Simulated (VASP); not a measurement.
# TiO2 (I4_1/amd) in VASP: further runs

Runs on TiO2. Level: PBE. Tasks: single point.

Program: VASP 6.6.1. These are calculated values, not measurements. Logs are shortened: lines on timing, memory, paths and dates and some standing lists are left out, and cuts for length are marked.

## Step 1: The cell of the first run

Symmetry: I4_1/amd, No. 141, tetragonal system. The conventional cell has a = 3.799 Å, b = 3.799 Å, c = 9.697 Å, α = 90.00°, β = 90.00°, γ = 90.00°. Within 2.6 Å of Ti (site symmetry -4m2) lie 6 O at 1.95 to 2.00 Å. O (site symmetry 2mm) has 3 Ti at 1.95 to 2.00 Å and 2 O at 2.47 Å within 2.6 Å.

## Step 2: Single point, PBE

Contents of INCAR:

```
SYSTEM = TiO2
ALGO = Normal
EDIFF = 1E-7
ENCUT = 520
GGA = PE
ISIF = 2
ISMEAR = 0
LASPH = .True.
LCHARG = .False.
LREAL = .False.
LWAVE = .False.
NBANDS = 33
NELM = 80
PREC = Accurate
SIGMA = 0.02
```

Contents of KPOINTS:

```
k-points
0
Gamma
  10 10 10
  0 0 0
```

Contents of POSCAR:

```
TiO2
1.0
   -1.8996112692      1.8996112692      4.8484484049
    1.8996112692     -1.8996112692      4.8484484049
    1.8996112692      1.8996112692     -4.8484484049
Ti O
2 4
Direct
    0.0000000000      0.0000000000      0.0000000000
    0.7500000000      0.2500000000      0.5000000000
    0.2065067269      0.2065067269      0.0000000000
    0.9565067269      0.4565067269      0.5000000000
    0.5434932731      0.0434932731      0.5000000000
    0.7934932731      0.7934932731      0.0000000000
```

Potentials or basis: VASP PAW PBE potentials, release 64 (Ti_sv, O).

Command:

```sh
$ cat potpaw_PBE.64/Ti_sv/POTCAR potpaw_PBE.64/O/POTCAR > POTCAR
$ mpirun -np 1 vasp_std > vasp.out
```

OUTCAR:

```text
SYSTEM = TiO2
   EDIFF = 1E-7
   ENCUT = 520
   GGA = PE
   ISIF = 2
   ISMEAR = 0
   LASPH = .True.
   LREAL = .False.
   NELM = 80
   PREC = Accurate

 ion  position               nearest neighbor table
   1  0.000  0.000  0.000-   5 1.95   4 1.95   5 1.95   4 1.95   3 2.00   6 2.00
   2  0.750  0.250  0.500-   6 1.95   3 1.95   6 1.95   3 1.95   4 2.00   5 2.00
   3  0.207  0.207  0.000-   2 1.95   2 1.95   1 2.00
   4  0.957  0.457  0.500-   1 1.95   1 1.95   2 2.00
   5  0.543  0.043  0.500-   1 1.95   1 1.95   2 2.00
   6  0.793  0.793  0.000-   2 1.95   2 1.95   1 2.00

  LATTYP: Found a body centered tetragonal cell.
 ALAT       =     3.7992225384
 C/A-ratio  =     2.5523371458

  Lattice vectors:

 A1 = (  -1.8996112692,   1.8996112692,   4.8484484049)
 A2 = (   1.8996112692,  -1.8996112692,   4.8484484049)
 A3 = (   1.8996112692,   1.8996112692,  -4.8484484049)

Analysis of symmetry for initial positions (statically):
=====================================================================
 Subroutine PRICEL returns:
 Original cell was already a primitive cell.

 Routine SETGRP: Setting up the symmetry group for a
 body centered tetragonal supercell.

 Subroutine GETGRP returns: Found 16 space group operations
 (whereof  8 operations were pure point group operations)
 out of a pool of 16 trial point group operations.

The static configuration has the point symmetry D_2d.
 The point group associated with its full space group is D_4h.

Analysis of symmetry for dynamics (positions and initial velocities):
=====================================================================
 Subroutine PRICEL returns:
 Original cell was already a primitive cell.

 Routine SETGRP: Setting up the symmetry group for a
 body centered tetragonal supercell.

 Subroutine GETGRP returns: Found 16 space group operations
 (whereof  8 operations were pure point group operations)
 out of a pool of 16 trial point group operations.

The dynamic configuration has the point symmetry D_2d.
 The point group associated with its full space group is D_4h.

 Subroutine INISYM returns: Found 16 space group operations
 (whereof  8 operations are pure point group operations),
 and found     1 'primitive' translations

----------------------------------------------------------------------------------------

                                     Primitive cell

  volume of cell :      69.9829

  direct lattice vectors                    reciprocal lattice vectors
    -1.899611269  1.899611269  4.848448405     0.000000000  0.263211747  0.103125775
     1.899611269 -1.899611269  4.848448405     0.263211747  0.000000000  0.103125775
     1.899611269  1.899611269 -4.848448405     0.263211747  0.263211747  0.000000000

  length of vectors
     5.542968328  5.542968328  5.542968328     0.282693030  0.282693030  0.372237622

  position of ions in fractional coordinates (direct lattice)
     0.000000000  0.000000000  0.000000000
     0.750000000  0.250000000  0.500000000
     0.206506727  0.206506727  0.000000000
     0.956506727  0.456506727  0.500000000
     0.543493273  0.043493273  0.500000000
     0.793493273  0.793493273  0.000000000

  ion indices of the primitive-cell ions
   primitive index   ion index
                 1           1
                 2           2
                 3           3
                 4           4
                 5           5
                 6           6

----------------------------------------------------------------------------------------

 KPOINTS: k-points

Automatic generation of k-mesh.
 Grid dimensions read from file:
 generate k-points for:   10   10   10

 Generating k-lattice:

  Cartesian coordinates                     Fractional coordinates (reciprocal lattice)
     0.000000000  0.026321175  0.010312578     0.100000000 -0.000000000  0.000000000
     0.026321175  0.000000000  0.010312578    -0.000000000  0.100000000  0.000000000
     0.026321175  0.026321175  0.000000000     0.000000000  0.000000000  0.100000000

  Length of vectors
     0.028269303  0.028269303  0.037223762

  Shift w.r.t. Gamma in fractional coordinates (k-lattice)
     0.000000000  0.000000000  0.000000000

 Subroutine IBZKPT returns following result:
 ===========================================

 Found    102 irreducible k-points:

 Following reciprocal coordinates:
            Coordinates               Weight
  0.000000  0.000000  0.000000      1.000000
  0.100000  0.000000 -0.000000      8.000000
  0.200000  0.000000 -0.000000      8.000000
  0.300000  0.000000  0.000000      8.000000
  0.400000  0.000000 -0.000000      8.000000
  0.500000  0.000000 -0.000000      4.000000
[... 16 lines left out ...]
  0.300000  0.300000 -0.000000      8.000000
  0.400000  0.300000  0.000000     16.000000
 [... further k-points ...]
   k-points           NKPTS =    102   k-points in BZ     NKDIM =    102   number of bands    NBANDS=     33
   number of dos      NEDOS =    301   number of ions     NIONS =      6
   total plane-waves  NPLWV =  74088
   dimension x,y,z NGX =    42 NGY =   42 NGZ =   42
   dimension x,y,z NGXF=    84 NGYF=   84 NGZF=   84
   ions per type =               2   4
   NGX,Y,Z   is equivalent  to a cutoff of  12.60, 12.60, 12.60 a.u.
   NGXF,Y,Z  is equivalent  to a cutoff of  25.19, 25.19, 25.19 a.u.
 SYSTEM =  TiO2
   PREC   = accura    normal or accurate (medium, high low for compatibility)
   ISTART =      0    job   : 0-new  1-cont  2-samecut
   ICHARG =      2    charge: 1-file 2-atom 10-const
   ISPIN  =      1    spin polarized calculation?
   LNONCOLLINEAR =      F non collinear calculations
   LSORBIT =      F    spin-orbit coupling
   LASPH  =      T    aspherical Exc in radial PAW
   ENCUT  =  520.0 eV  38.22 Ry    6.18 a.u.  10.31 10.31 10.31*2*pi/ulx,y,z
   NELM   =     80;   NELMIN=  2; NELMDL= -5     # of ELM steps
   EDIFF  = 0.1E-06   stopping-criterion for ELM
   LREAL  =      F    real-space projection
   EDIFFG = 0.1E-05   stopping-criterion for IOM
   NSW    =      0    number of steps for IOM
   IBRION =     -1    ionic relax: 0-MD 1-quasi-New 2-CG
   NFREE  =      0    steps in history (QN), initial steepest desc. (CG)
   ISIF   =      2    stress and relaxation
   ISYM   =      2    0-nonsym 1-usesym 2-fastsym
   POTIM  = 0.5000    time-step for ionic-motion
   TEBEG  =    0.0;   TEEND  =   0.0 temperature during run
   PSTRESS=    0.0 pullay stress
   NELECT =      48.0000    total number of electrons
   NUPDOWN=      -1.0000    fix difference up-down
   EMIN   =  10.00;   EMAX   =-10.00  energy-range for DOS
   EFERMI =   0.00;   METHOD = LEGACY
   ISMEAR =     0;   SIGMA  =   0.02  broadening in eV -4-tet -1-fermi 0-gaus
   EFERMI_NEDOS =   21; number of points for ismear=-14 and -15
   IALGO  =     38    algorithm
   IMIX   =      4    mixing-type and parameters
     AMIX     =   0.40;   BMIX     =  1.00
     AMIX_MAG =   1.60;   BMIX_MAG =  1.00
  volume/ion in A,a.u.               =      11.66        78.71
  Fermi-wavevector in a.u.,A,eV,Ry     =   1.443747  2.728287 28.360066  2.084406
  Thomas-Fermi vector in A             =   2.562120
   LORBIT       =      0    0 simple, 1 ext, 2 COOP (PROOUT), +10 PAW based schemes
   GGA     = PE    functional components
   LHFCALC =     F    Hartree Fock is set to
   AEXX    =    0.0000 exact exchange contribution
   IVDW    =     0    specifies the selected vdW correction
   LEPSILON=     F    determine dielectric tensor
   LRPA    =     F    only Hartree local field effects (RPA)
 non-spin polarized calculation
 Gauss-broadening in eV      SIGMA  =   0.02
  energy-cutoff  :      520.00
  volume of cell :       69.98
 maximum number of plane-waves:      1899
 NGX is ok and might be reduce to    42
   NGX = 21   NGY = 21   NGZ = 21

 number of electron      47.9999996 magnetization

 Free energy of the ion-electron system (eV)
  ---------------------------------------------------
  ext. energy  EPLUGINS =         0.00000000
  ---------------------------------------------------
  free energy    TOTEN  =       -53.86473567 eV

  energy without entropy =      -53.86473567  energy(sigma->0) =      -53.86473567

 E-fermi :   3.3709     XC(G=0): -10.5933

 val. band max:        3.1427315897   @ k =  -0.4000   0.4000   0.0000
 cond. band min:       5.2544597669   @ k =   0.0000   0.0000   0.0000
 fundamental gap:      2.1117281772
 Fermi energy:         3.3709483753

 k-point     1 :       0.0000    0.0000    0.0000
  band No.  band energies     occupation
      1     -53.3134      2.00000
      2     -53.2622      2.00000
      3     -29.7423      2.00000
      4     -29.5237      2.00000
      5     -29.5237      2.00000
      6     -29.4621      2.00000
[... 25 lines left out ...]
     32       8.2058      0.00000
     33       8.3433      0.00000

 k-point     2 :       0.1000    0.0000   -0.0000
  band No.  band energies     occupation
      1     -53.3122      2.00000
      2     -53.2629      2.00000
      3     -29.7397      2.00000
      4     -29.5354      2.00000
      5     -29.5245      2.00000
      6     -29.4671      2.00000
[... 25 lines left out ...]
     32       8.3769      0.00000
     33       8.6162      0.00000

 k-point     3 :       0.2000    0.0000   -0.0000
  band No.  band energies     occupation
      1     -53.3091      2.00000
      2     -53.2651      2.00000
      3     -29.7328      2.00000
      4     -29.5650      2.00000
      5     -29.5264      2.00000
      6     -29.4791      2.00000
[... 25 lines left out ...]
     32       8.7255      0.00000
     33       9.0250      0.00000

 k-point     4 :       0.3000    0.0000    0.0000
  band No.  band energies     occupation
      1     -53.3047      2.00000
      2     -53.2682      2.00000
      3     -29.7244      2.00000
      4     -29.6006      2.00000
      5     -29.5286      2.00000
      6     -29.4908      2.00000
[... 25 lines left out ...]
     32       8.9346      0.00000
     33       9.2847      0.00000

 k-point     5 :       0.4000    0.0000   -0.0000
  band No.  band energies     occupation
      1     -53.3004      2.00000
      2     -53.2714      2.00000
      3     -29.7171      2.00000
      4     -29.6303      2.00000
      5     -29.5302      2.00000
      6     -29.4968      2.00000
[... 604 lines left out ...]
 k-point    22 :      -0.2000    0.2000    0.0000
  band No.  band energies     occupation
      1     -53.3070      2.00000
      2     -53.2657      2.00000
      3     -29.7377      2.00000
      4     -29.5800      2.00000
      5     -29.5440      2.00000
      6     -29.4959      2.00000
[... 25 lines left out ...]
     32       9.4120      0.00000
     33       9.7017      0.00000

 k-point    23 :       0.3000    0.3000   -0.0000
  band No.  band energies     occupation
      1     -53.2939      2.00000
      2     -53.2762      2.00000
      3     -29.6996      2.00000
      4     -29.6465      2.00000
      5     -29.5655      2.00000
      6     -29.5251      2.00000
[... 25 lines left out ...]
     32       9.4111      0.00000
     33      10.2358      0.00000

 k-point    24 :       0.4000    0.3000    0.0000
  band No.  band energies     occupation
      1     -53.2906      2.00000
      2     -53.2784      2.00000
      3     -29.7019      2.00000
      4     -29.6661      2.00000
      5     -29.5675      2.00000
      6     -29.5396      2.00000
[... 25 lines left out ...]
     32       9.4211      0.00000
     33      10.3023      0.00000

 [... further k-points ...]

------------------------ aborting loop because EDIFF is reached ----------------------------------------

  FORCE on cell =-STRESS in cart. coord.  units (eV):
  Direction    XX          YY          ZZ          XY          YZ          ZX
  --------------------------------------------------------------------------------------
  -------------------------------------------------------------------------------------
  Total        0.2885166      0.2885166      0.3250025      0.0000000      0.0000000      0.0000000
  in kB        6.6052474      6.6052474      7.4405500      0.0000000      0.0000000      0.0000000
  external PRESSURE =       6.8836816 kB  Pullay stress =       0.0000000 kB

 VOLUME and BASIS-vectors are now :
 -----------------------------------------------------------------------------
  energy-cutoff  :      520.00
  volume of cell :       69.98
      direct lattice vectors                 reciprocal lattice vectors
    -1.899611269  1.899611269  4.848448405     0.000000000  0.263211747  0.103125775
     1.899611269 -1.899611269  4.848448405     0.263211747  0.000000000  0.103125775
     1.899611269  1.899611269 -4.848448405     0.263211747  0.263211747  0.000000000

 POSITION                                       TOTAL-FORCE (eV/Angst)
 -----------------------------------------------------------------------------------
      0.00000      0.00000      0.00000        -0.000000     -0.000000      0.000000
      0.00000      1.89961      2.42422        -0.000000     -0.000000      0.000000
      0.00000      0.00000      2.00247        -0.000000     -0.000000      0.017468
      0.00000      1.89961      4.42670         0.000000      0.000000      0.017468
      0.00000      1.89961      0.42175         0.000000      0.000000     -0.017468
      0.00000      0.00000      7.69442         0.000000      0.000000     -0.017468
 -----------------------------------------------------------------------------------
    total drift:                               -0.000000      0.000000      0.000000

  FREE ENERGIE OF THE ION-ELECTRON SYSTEM (eV)
  ---------------------------------------------------
  free  energy   TOTEN  =       -53.8647356685 eV

  energy  without entropy=      -53.8647356685  energy(sigma->0) =      -53.86473567
```

It took 4.2 min on 1 thread of Intel Xeon Platinum 8559C (Emerald Rapids), shared host; peak memory 0.36 GiB.

What came out:

- Free energy: -53.8647 eV
- Pressure: 0.7 GPa
- Largest force: 0.017 eV/Å
- Band gap on the k mesh: 2.11 eV, indirect (least direct gap 2.41 eV)

Forces on the atoms (eV/Å):
```
Ti   0.000  0.000  0.000
Ti   0.000  0.000  0.000
O    0.000  0.000  0.017
O    0.000  0.000  0.017
O    0.000  0.000 -0.017
O    0.000  0.000 -0.017
```

Stress tensor (GPa, compression positive):
```
0.66 0.00 0.00
0.00 0.66 0.00
0.00 0.00 0.74
```

Levels at points of the mesh, in eV from the valence-band top:
| k point | band 22 | band 23 | band 24 | band 25 | band 26 | band 27 |
| --- | --- | --- | --- | --- | --- | --- |
| (0.00, 0.00, 0.00) | -0.78 | -0.41 | -0.41 | 2.11 | 2.78 | 3.97 |
| (0.50, 0.00, 0.00) | -0.87 | -0.84 | -0.63 | 3.19 | 3.46 | 3.51 |
| (0.50, 0.50, 0.00) | -1.97 | -0.04 | -0.04 | 3.22 | 3.22 | 3.69 |
| (0.50, 0.50, 0.50) | -1.23 | -0.09 | -0.09 | 2.43 | 2.43 | 3.70 |

## Step 3: Single point, PBE

Contents of INCAR:

```
PREC = Accurate
ENCUT = 520
EDIFF = 1E-6
ISMEAR = 0
SIGMA = 0.05
LREAL = F
LASPH = T
NELM = 80
ALGO = Normal
ISIF = 2
LWAVE = F
LCHARG = F
GGA = PE
NBANDS = 33
```

Contents of KPOINTS:

```
regular mesh
0
Gamma
  10 10 10
```

POSCAR is that of step 2.

Potentials or basis: VASP PAW PBE potentials, release 64 (Ti_sv, O).

Command:

```sh
$ cat potpaw_PBE.64/Ti_sv/POTCAR potpaw_PBE.64/O/POTCAR > POTCAR
$ mpirun -np 1 vasp_std > vasp.out
```

OUTCAR:

```text
PREC = Accurate
   ENCUT = 520
   EDIFF = 1E-6
   ISMEAR = 0
   LREAL = F
   LASPH = T
   NELM = 80
   ISIF = 2
   GGA = PE

 ion  position               nearest neighbor table
   1  0.000  0.000  0.000-   5 1.95   4 1.95   5 1.95   4 1.95   3 2.00   6 2.00
   2  0.750  0.250  0.500-   6 1.95   3 1.95   6 1.95   3 1.95   4 2.00   5 2.00
   3  0.207  0.207  0.000-   2 1.95   2 1.95   1 2.00
   4  0.957  0.457  0.500-   1 1.95   1 1.95   2 2.00
   5  0.543  0.043  0.500-   1 1.95   1 1.95   2 2.00
   6  0.793  0.793  0.000-   2 1.95   2 1.95   1 2.00

  LATTYP: Found a body centered tetragonal cell.
[... 1072 lines left out ...]
  -------------------------------------------------------------------------------------
  Total        0.2852074      0.2852074      0.3202282      0.0000000     -0.0000000      0.0000000
  in kB        6.5294877      6.5294877      7.3312483      0.0000000     -0.0000000      0.0000000
  external PRESSURE =       6.7967412 kB  Pullay stress =       0.0000000 kB

 VOLUME and BASIS-vectors are now :
 -----------------------------------------------------------------------------
  energy-cutoff  :      520.00
  volume of cell :       69.98
      direct lattice vectors                 reciprocal lattice vectors
    -1.899611269  1.899611269  4.848448405     0.000000000  0.263211747  0.103125775
     1.899611269 -1.899611269  4.848448405     0.263211747  0.000000000  0.103125775
     1.899611269  1.899611269 -4.848448405     0.263211747  0.263211747  0.000000000

 POSITION                                       TOTAL-FORCE (eV/Angst)
 -----------------------------------------------------------------------------------
      0.00000      0.00000      0.00000         0.000000      0.000000      0.000000
      0.00000      1.89961      2.42422         0.000000      0.000000     -0.000000
      0.00000      0.00000      2.00247        -0.000000      0.000000      0.017634
      0.00000      1.89961      4.42670         0.000000     -0.000000      0.017634
      0.00000      1.89961      0.42175         0.000000     -0.000000     -0.017634
      0.00000      0.00000      7.69442        -0.000000      0.000000     -0.017634
 -----------------------------------------------------------------------------------
    total drift:                               -0.000000      0.000000      0.000000

  FREE ENERGIE OF THE ION-ELECTRON SYSTEM (eV)
  ---------------------------------------------------
  free  energy   TOTEN  =       -53.8647358420 eV

  energy  without entropy=      -53.8647358420  energy(sigma->0) =      -53.86473584
```

stdout:

```text
POSCAR found type information on POSCAR TiO
 POSCAR found :  2 types and       6 ions
 scaLAPACK will be used
 LDA part: xc-table for (Slater+PW92), standard interpolation
 POSCAR, INCAR and KPOINTS ok, starting setup
 FFT: planning ... GRIDC
 FFT: planning ... GRID_SOFT
 FFT: planning ... GRID
 WAVECAR not read
 entering main loop
```

Wall time 3.7 min (1 thread of Intel Xeon Platinum 8559C (Emerald Rapids), shared host); peak memory 0.37 GiB.

What came out:

- Free energy: -53.8647 eV
- Pressure: 0.7 GPa
- Largest force: 0.018 eV/Å
- Band gap on the k mesh: 2.11 eV, indirect (least direct gap 2.41 eV)

Forces in eV/Å, atoms in the order of the input:
```
Ti   0.000  0.000  0.000
Ti   0.000  0.000  0.000
O    0.000  0.000  0.018
O    0.000  0.000  0.018
O    0.000  0.000 -0.018
O    0.000  0.000 -0.018
```

A k mesh can miss the band edges. PBE gaps usually lie below the measured ones, often by a third to a half.
